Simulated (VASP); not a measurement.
The system is TaSi2.

```
CELL_PARAMETERS angstrom
4.78390 0.00000 0.00000
-2.39195 4.14298 0.00000
0.00000 0.00000 6.57000
ATOMIC_POSITIONS crystal
Ta 0.50000 0.00000 0.00000
Ta 0.50000 0.50000 0.66667
Ta 0.00000 0.50000 0.33333
Si 0.15897 0.31794 0.00000
Si 0.84103 0.15897 0.66667
Si 0.68206 0.84103 0.33333
Si 0.84103 0.68206 0.00000
Si 0.15897 0.84103 0.66667
Si 0.31794 0.15897 0.33333
```

```yaml
Program: VASP 6.6.1
Task: relaxation of cell and atoms
Functional: LDA
Potentials_or_basis: VASP PAW LDA potentials, release 64 (Ta_pv, Si)
Cutoff: 600 eV
k_mesh: 12 × 12 × 6
Occupations: gaussian, width 0.1 eV
Spin: no spin polarisation
```

At the start: pressure -5.0 GPa; volume 14.47 Å³/atom.

**Question.** Where does the relaxation end?

**Answer.** Over 10 steps the energy falls by 6.1 meV/atom and the volume is 14.09 Å³/atom (-2.6 %); space group P6_422 (No. 181, to 0.1 Å) before and after.

The path:
| step | energy change (eV) | largest force (eV/Å) | pressure (GPa) | volume (Å³) |
| --- | --- | --- | --- | --- |
| 1 | 0.0000 | 0.0314 | -5.05 | 130.21 |
| 2 | 0.0853 | 0.0039 | 9.10 | 121.81 |
| 3 | -0.0539 | 0.0206 | -0.07 | 126.91 |
| 4 | -0.0539 | 0.0204 | 0.03 | 126.85 |
| 5 | -0.0547 | 0.0207 | 0.05 | 126.78 |
| 6 | -0.0547 | 0.0206 | 0.05 | 126.79 |
| 7 | -0.0548 | 0.0083 | -0.05 | 126.85 |
| 8 | -0.0548 | 0.0056 | -0.07 | 126.86 |
| 9 | -0.0548 | 0.0029 | 0.05 | 126.79 |
| 10 | -0.0548 | 0.0006 | 0.00 | 126.82 |

Final structure:
```cif
data_structure
_symmetry_space_group_name_H-M 'P 1'
_symmetry_Int_Tables_number 1
_cell_length_a 4.7381
_cell_length_b 4.7381
_cell_length_c 6.5232
_cell_angle_alpha 90.000
_cell_angle_beta 90.000
_cell_angle_gamma 120.000
_cell_volume 126.82
loop_
_atom_site_label
_atom_site_type_symbol
_atom_site_fract_x
_atom_site_fract_y
_atom_site_fract_z
_atom_site_occupancy
Ta1 Ta 0.50000 0.00000 0.00000 1
Ta2 Ta 0.50000 0.50000 0.66667 1
Ta3 Ta 0.00000 0.50000 0.33333 1
Si1 Si 0.15930 0.31861 0.00000 1
Si2 Si 0.84070 0.15930 0.66667 1
Si3 Si 0.68139 0.84070 0.33333 1
Si4 Si 0.84070 0.68139 0.00000 1
Si5 Si 0.15930 0.84070 0.66667 1
Si6 Si 0.31861 0.15930 0.33333 1
```

Caveat: an odd number of electrons without spin polarisation forces a metal; a magnetic or distorted state may lie lower.
